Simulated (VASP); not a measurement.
# Si (Cmmm) in VASP: a series of runs

Runs on Si. Level: LDA. Tasks: single point.

Everything below comes from runs of VASP 6.6.1. Logs are shortened: lines on timing, memory, paths and dates and some standing lists are left out, and cuts for length are marked.

### Step 1. The cell of the first run

The structure is orthorhombic, space group Cmmm (No. 65). The conventional cell has a = 2.765 Å, b = 4.247 Å, c = 2.471 Å, α = 90.00°, β = 90.00°, γ = 90.00°. Si (site symmetry mmm) has 8 Si at 2.47 to 2.77 Å within 3.3 Å.

### Step 2. Single point, LDA (strain +0.0600 x Voigt [1, -1, 0, 0, 0, 0])

INCAR reads:

```
SYSTEM = Si
PREC = Accurate ; ENCUT = 520
EDIFF = 1E-7 ; ISMEAR = 0
SIGMA = 0.15 ; LREAL = .FALSE.
LASPH = .TRUE. ; NELM = 80
ALGO = Normal ; ISIF = 2
LWAVE = .FALSE. ; LCHARG = .TRUE.
LELF = .TRUE. ; LVHAR = .TRUE.
NBANDS = 8
```

KPOINTS reads:

```
regular mesh
0
G
  24 24 24
  0 0 0
```

POSCAR reads:

```
Si
1.0
    2.7650008795      0.0000000000      0.0000000000
   -1.3825004398      2.1234786254      0.0000000000
    0.0000000000      0.0000000000      2.4707612611
Si
1
Direct
    0.0000000000      0.0000000000      0.0000000000
```

Potentials or basis: VASP PAW LDA potentials, release 64 (Si).

Launch:

```bash
cat potpaw_LDA.64/Si/POTCAR > POTCAR
mpirun -np 1 vasp_std > vasp.out
```

OUTCAR:

```text
SYSTEM = Si
   PREC = Accurate
   ENCUT = 520
   EDIFF = 1E-7
   ISMEAR = 0
   LREAL = .FALSE.
   LASPH = .TRUE.
   NELM = 80
   ISIF = 2

 ion  position               nearest neighbor table
   1  0.000  0.000  0.000-

  Warning from LATTYP: Monoclinic adjustment (A1->A3, A2->A1, A3->A2)!
  LATTYP: Found a base centered orthorhombic cell.
 ALAT       =     2.7650008795
 B/A-ratio  =     1.5359695841
 C/A-ratio  =     0.8935842587

  Lattice vectors:

 A1 = (   1.3825004398,  -2.1234786254,   0.0000000000)
 A2 = (   1.3825004397,   2.1234786254,   0.0000000000)
 A3 = (   0.0000000000,   0.0000000000,   2.4707612611)

Analysis of symmetry for initial positions (statically):
=====================================================================
 Subroutine PRICEL returns:
 Original cell was already a primitive cell.

 Routine SETGRP: Setting up the symmetry group for a
 base centered orthorhombic supercell.

 Subroutine GETGRP returns: Found  8 space group operations
 (whereof  8 operations were pure point group operations)
 out of a pool of  8 trial point group operations.

The static configuration has the point symmetry D_2h.

Analysis of symmetry for dynamics (positions and initial velocities):
=====================================================================
 Subroutine PRICEL returns:
 Original cell was already a primitive cell.

 Routine SETGRP: Setting up the symmetry group for a
 base centered orthorhombic supercell.

 Subroutine GETGRP returns: Found  8 space group operations
 (whereof  8 operations were pure point group operations)
 out of a pool of  8 trial point group operations.

The dynamic configuration has the point symmetry D_2h.

 Subroutine INISYM returns: Found  8 space group operations
 (whereof  8 operations are pure point group operations),
 and found     1 'primitive' translations

----------------------------------------------------------------------------------------

                                     Primitive cell

  volume of cell :      14.5069

  direct lattice vectors                    reciprocal lattice vectors
     2.765000880  0.000000000  0.000000000     0.361663538  0.235462695  0.000000000
    -1.382500440  2.123478625  0.000000000     0.000000000  0.470925390  0.000000000
     0.000000000  0.000000000  2.470761261     0.000000000  0.000000000  0.404733560

  length of vectors
     2.765000880  2.533864428  2.470761261     0.431559029  0.470925390  0.404733560

  position of ions in fractional coordinates (direct lattice)
     0.000000000  0.000000000  0.000000000

  ion indices of the primitive-cell ions
   primitive index   ion index
                 1           1

----------------------------------------------------------------------------------------

 KPOINTS: regular mesh

Automatic generation of k-mesh.
 Grid dimensions read from file:
 generate k-points for:   24   24   24

 Generating k-lattice:

  Cartesian coordinates                     Fractional coordinates (reciprocal lattice)
     0.015069314  0.009810946  0.000000000     0.041666667 -0.000000000  0.000000000
     0.000000000  0.019621891  0.000000000     0.000000000  0.041666667  0.000000000
     0.000000000  0.000000000  0.016863898     0.000000000  0.000000000  0.041666667

  Length of vectors
     0.017981626  0.019621891  0.016863898

  Shift w.r.t. Gamma in fractional coordinates (k-lattice)
     0.000000000  0.000000000  0.000000000

 Subroutine IBZKPT returns following result:
 ===========================================

 Found   2041 irreducible k-points:

 Following reciprocal coordinates:
            Coordinates               Weight
  0.000000  0.000000  0.000000      1.000000
  0.041667 -0.000000  0.000000      4.000000
  0.083333 -0.000000  0.000000      4.000000
  0.125000 -0.000000  0.000000      4.000000
  0.166667 -0.000000  0.000000      4.000000
  0.208333 -0.000000  0.000000      4.000000
[... 16 lines left out ...]
  0.375000  0.041667  0.000000      4.000000
  0.416667  0.041667  0.000000      4.000000
 [... further k-points ...]
   k-points           NKPTS =   2041   k-points in BZ     NKDIM =   2041   number of bands    NBANDS=      8
   number of dos      NEDOS =    301   number of ions     NIONS =      1
   total plane-waves  NPLWV =   8640
   dimension x,y,z NGX =    24 NGY =   20 NGZ =   18
   dimension x,y,z NGXF=    48 NGYF=   40 NGZF=   36
   ions per type =               1
   NGX,Y,Z   is equivalent  to a cutoff of  14.43, 13.12, 12.11 a.u.
   NGXF,Y,Z  is equivalent  to a cutoff of  28.86, 26.24, 24.22 a.u.
 SYSTEM =  Si
   PREC   = accura    normal or accurate (medium, high low for compatibility)
   ISTART =      0    job   : 0-new  1-cont  2-samecut
   ICHARG =      2    charge: 1-file 2-atom 10-const
   ISPIN  =      1    spin polarized calculation?
   LNONCOLLINEAR =      F non collinear calculations
   LSORBIT =      F    spin-orbit coupling
   LASPH  =      T    aspherical Exc in radial PAW
   ENCUT  =  520.0 eV  38.22 Ry    6.18 a.u.   5.14  4.71  4.59*2*pi/ulx,y,z
   NELM   =     80;   NELMIN=  2; NELMDL= -5     # of ELM steps
   EDIFF  = 0.1E-06   stopping-criterion for ELM
   LREAL  =      F    real-space projection
   EDIFFG = 0.1E-05   stopping-criterion for IOM
   NSW    =      0    number of steps for IOM
   IBRION =     -1    ionic relax: 0-MD 1-quasi-New 2-CG
   NFREE  =      0    steps in history (QN), initial steepest desc. (CG)
   ISIF   =      2    stress and relaxation
   ISYM   =      2    0-nonsym 1-usesym 2-fastsym
   POTIM  = 0.5000    time-step for ionic-motion
   TEBEG  =    0.0;   TEEND  =   0.0 temperature during run
   PSTRESS=    0.0 pullay stress
   NELECT =       4.0000    total number of electrons
   NUPDOWN=      -1.0000    fix difference up-down
   EMIN   =  10.00;   EMAX   =-10.00  energy-range for DOS
   EFERMI =   0.00;   METHOD = LEGACY
   ISMEAR =     0;   SIGMA  =   0.15  broadening in eV -4-tet -1-fermi 0-gaus
   EFERMI_NEDOS =   21; number of points for ismear=-14 and -15
   IALGO  =     38    algorithm
   IMIX   =      4    mixing-type and parameters
     AMIX     =   0.40;   BMIX     =  1.00
     AMIX_MAG =   1.60;   BMIX_MAG =  1.00
  volume/ion in A,a.u.               =      14.51        97.90
  Fermi-wavevector in a.u.,A,eV,Ry     =   1.065541  2.013581 15.447751  1.135378
  Thomas-Fermi vector in A             =   2.201096
   LORBIT       =      0    0 simple, 1 ext, 2 COOP (PROOUT), +10 PAW based schemes
   GGA     = CA    functional components
   LHFCALC =     F    Hartree Fock is set to
   AEXX    =    0.0000 exact exchange contribution
   IVDW    =     0    specifies the selected vdW correction
   LEPSILON=     F    determine dielectric tensor
   LRPA    =     F    only Hartree local field effects (RPA)
 non-spin polarized calculation
 Gauss-broadening in eV      SIGMA  =   0.15
  energy-cutoff  :      520.00
  volume of cell :       14.51
 maximum number of plane-waves:       410
 NGX is ok and might be reduce to    24
   NGX = 11   NGY =  9   NGZ =  9

 number of electron       4.0000000 magnetization

 Free energy of the ion-electron system (eV)
  ---------------------------------------------------
  ext. energy  EPLUGINS =         0.00000000
  ---------------------------------------------------
  free energy    TOTEN  =        -5.71989058 eV

  energy without entropy =       -5.71578929  energy(sigma->0) =       -5.71783993

 E-fermi :   9.7738     XC(G=0): -11.1877

 val. band max:        9.7700532160   @ k =  -0.4583   0.1250   0.3750
 cond. band min:       9.7751867510   @ k =   0.3333   0.1250   0.5000
 fundamental gap:      0.0051335350
 Fermi energy:         9.7738438244

 k-point     1 :       0.0000    0.0000    0.0000
  band No.  band energies     occupation
      1      -4.4045      2.00000
      2      17.2132      0.00000
      3      17.5361      0.00000
      4      19.1690      0.00000
      5      20.3076      0.00000
      6      20.7569      0.00000
      7      24.2051      0.00000
      8      29.0560      0.00000

 k-point     2 :       0.0417   -0.0000    0.0000
  band No.  band energies     occupation
      1      -4.3579      2.00000
      2      16.9716      0.00000
      3      17.5749      0.00000
      4      18.8431      0.00000
      5      19.6254      0.00000
      6      21.7798      0.00000
      7      24.2007      0.00000
      8      29.1016      0.00000

 k-point     3 :       0.0833   -0.0000    0.0000
  band No.  band energies     occupation
      1      -4.2183      2.00000
      2      16.0956      0.00000
      3      17.6912      0.00000
      4      18.2168      0.00000
      5      19.3644      0.00000
      6      22.8224      0.00000
      7      24.2535      0.00000
      8      29.5678      0.00000

 k-point     4 :       0.1250   -0.0000    0.0000
  band No.  band energies     occupation
      1      -3.9858      2.00000
      2      14.7209      0.00000
      3      17.8254      0.00000
      4      17.8847      0.00000
      5      19.2101      0.00000
      6      23.2550      0.00000
      7      24.7782      0.00000
      8      30.4635      0.00000

 k-point     5 :       0.1667   -0.0000    0.0000
  band No.  band energies     occupation
      1      -3.6609      2.00000
      2      13.1861      0.00000
      3      17.5211      0.00000
      4      18.1549      0.00000
      5      19.0584      0.00000
      6      23.2226      0.00000
      7      25.7662      0.00000
      8      31.5183      0.00000
[... 177 lines left out ...]
 k-point    22 :       0.3333    0.0417    0.0000
  band No.  band energies     occupation
      1      -0.9681      2.00000
      2       6.4316      2.00000
      3      16.2699      0.00000
      4      18.2402      0.00000
      5      20.3598      0.00000
      6      24.3178      0.00000
      7      27.1820      0.00000
      8      29.5550      0.00000

 k-point    23 :       0.3750    0.0417    0.0000
  band No.  band energies     occupation
      1      -0.1521      2.00000
      2       5.1401      2.00000
      3      15.8965      0.00000
      4      18.2530      0.00000
      5      20.9880      0.00000
      6      25.0137      0.00000
      7      26.1525      0.00000
      8      29.6206      0.00000

 k-point    24 :       0.4167    0.0417    0.0000
  band No.  band energies     occupation
      1       0.7287      2.00000
      2       3.9463      2.00000
      3      15.5863      0.00000
      4      18.3144      0.00000
      5      21.5991      0.00000
      6      25.2772      0.00000
      7      25.7438      0.00000
      8      29.0530      0.00000

 [... further k-points ...]

------------------------ aborting loop because EDIFF is reached ----------------------------------------

  FORCE on cell =-STRESS in cart. coord.  units (eV):
  Direction    XX          YY          ZZ          XY          YZ          ZX
  --------------------------------------------------------------------------------------
  -------------------------------------------------------------------------------------
  Total       -0.0073631      0.5841589     -0.1281018     -0.0000000      0.0000000      0.0000000
  in kB       -0.8131966     64.5160242    -14.1478930     -0.0000000      0.0000000      0.0000000
  external PRESSURE =      16.5183115 kB  Pullay stress =       0.0000000 kB

 VOLUME and BASIS-vectors are now :
 -----------------------------------------------------------------------------
  energy-cutoff  :      520.00
  volume of cell :       14.51
      direct lattice vectors                 reciprocal lattice vectors
     2.765000880  0.000000000  0.000000000     0.361663538  0.235462695  0.000000000
    -1.382500440  2.123478625  0.000000000     0.000000000  0.470925390  0.000000000
     0.000000000  0.000000000  2.470761261     0.000000000  0.000000000  0.404733560

 POSITION                                       TOTAL-FORCE (eV/Angst)
 -----------------------------------------------------------------------------------
      0.00000      0.00000      0.00000         0.000000      0.000000      0.000000
 -----------------------------------------------------------------------------------
    total drift:                                0.000000     -0.000000      0.000000

  FREE ENERGIE OF THE ION-ELECTRON SYSTEM (eV)
  ---------------------------------------------------
  free  energy   TOTEN  =        -5.7198905803 eV

  energy  without entropy=       -5.7157892879  energy(sigma->0) =       -5.71783993
```

Run time: 2.2 min. Hardware: 1 thread of Intel Xeon Platinum 8259CL at 2.50GHz (Skylake/Cascade Lake), shared host; peak memory 0.29 GiB.

What came out:

| Quantity | Value |
| --- | --- |
| Free energy | -5.7199 eV |
| Pressure | 1.7 GPa |
| Band gap on the k mesh | zero (band 2 reaches 17.21 eV, above the bottom of band 3 at 5.80 eV) |

Caveat: the cell differs from its parent crystal (strain +0.0600 x Voigt [1, -1, 0, 0, 0, 0]).

[end of part 1 of 2]
